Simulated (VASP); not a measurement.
Wanted: the native input for a VASP 6.6.1 run.

- Task: electric field gradients
- Functional: LDA
- Potentials or basis: VASP PAW LDA potentials, release 64 (Ag)
- Cutoff: 400 eV
- k mesh: 15 × 15 × 15
- Occupations: fermi-dirac, width 0.05 eV
- Spin: no spin polarisation
- Dipole correction: no
- Further INCAR settings: ALGO = Normal; EDIFF = 1e-08; NBANDS = 12

The structure of Ag lies in POSCAR:

```
Ag
1.0
    0.0000000000      2.0431000000      2.0635310000
    2.0431000000      0.0000000000      2.0635310000
    2.0431000000      2.0431000000      0.0000000000
Ag
1
Direct
    0.0000000000      0.0000000000      0.0000000000
```

This cell differs from its parent crystal: zz strain of +1 %.

The input as run:

INCAR

```
SYSTEM = Ag
ALGO     = Normal         ! electronic algorithm
EDIFF    = 1E-8           ! SCF threshold, eV
ENCUT    = 400            ! plane-wave cutoff, eV
GGA_COMPAT= .FALSE.      
ISIF     = 2              ! what is computed and relaxed
ISMEAR   = -1             ! smearing method
LASPH    = .TRUE.         ! aspherical terms in the spheres
LCHARG   = .FALSE.        ! write CHGCAR
LEFG     = .TRUE.       
LREAL    = .FALSE.        ! projectors in reciprocal space
LWAVE    = .FALSE.        ! write WAVECAR
NBANDS   = 12             ! bands
NELM     = 120            ! most SCF steps
PREC     = Accurate       ! precision mode
SIGMA    = 0.05           ! smearing width, eV
```

KPOINTS

```
k-points
0
G
  15 15 15
  0 0 0
```

Potentials or basis: VASP PAW LDA potentials, release 64 (Ag).

Launch:

```sh
$ cat potpaw_LDA.64/Ag/POTCAR > POTCAR
$ mpirun -np 1 vasp_std > vasp.out
```

It gave:

```yaml
Pressure: -8.6 GPa
Band_gap_on_the_k_mesh: zero (an odd number of electrons rules out a gap without spin polarisation)
Largest_electric_field_gradient_by_atom: Ag -0.3 V/Å²
```

Caveat: the cell differs from its parent crystal (zz strain of +1 %); the cell stands under tension; without QUAD_EFG the Cq values of the log hold for a quadrupole moment of 1 mb, not for the nuclei.

Run time: 23 s on 1 thread of Intel(R) Xeon(R) Platinum 8375C CPU @ 2.90GHz (Ice Lake), with other jobs on the host, peak memory 0.14 GiB.
